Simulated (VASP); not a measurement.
MgO (lda), 2 atoms in the cell. It takes space group Fm-3m (No. 225, cubic). Conventional cell: a = 4.161 Å, b = 4.161 Å, c = 4.161 Å, α = 90.00°, β = 90.00°, γ = 90.00°. Mg (site symmetry m-3m) has 6 O at 2.08 Å within 2.8 Å. O (site symmetry m-3m) has 6 Mg at 2.08 Å within 2.8 Å. 

| Property | Result |
| --- | --- |
| Program | VASP 6.6.1 |
| Task | single point |
| Functional | LDA |
| Potentials or basis | VASP PAW LDA potentials, release 64 (Mg, O) |
| Cutoff | 600 eV |
| k mesh | 8 × 8 × 8 |
| Occupations | gaussian, width 0.02 eV |
| Spin | no spin polarisation |
| Dipole correction | no |
| Further INCAR settings | ALGO = Normal; EDIFF = 1e-06; NBANDS = 11 |

Potentials or basis: VASP PAW LDA potentials, release 64 (Mg, O).

Run with:

```console
$ cat potpaw_LDA.64/Mg/POTCAR potpaw_LDA.64/O/POTCAR > POTCAR
$ mpirun -np 1 vasp_std > vasp.out
```

Hardware: 1 thread of Intel(R) Xeon(R) 6975P-C (Granite Rapids), with other jobs on the host.

Estimate the wall time of this run.

Run time: 2.3 s on 1 thread of Intel(R) Xeon(R) 6975P-C (Granite Rapids) (shared host), peak memory 0.13 GiB. Counts: scf iterations 11, k points 29.
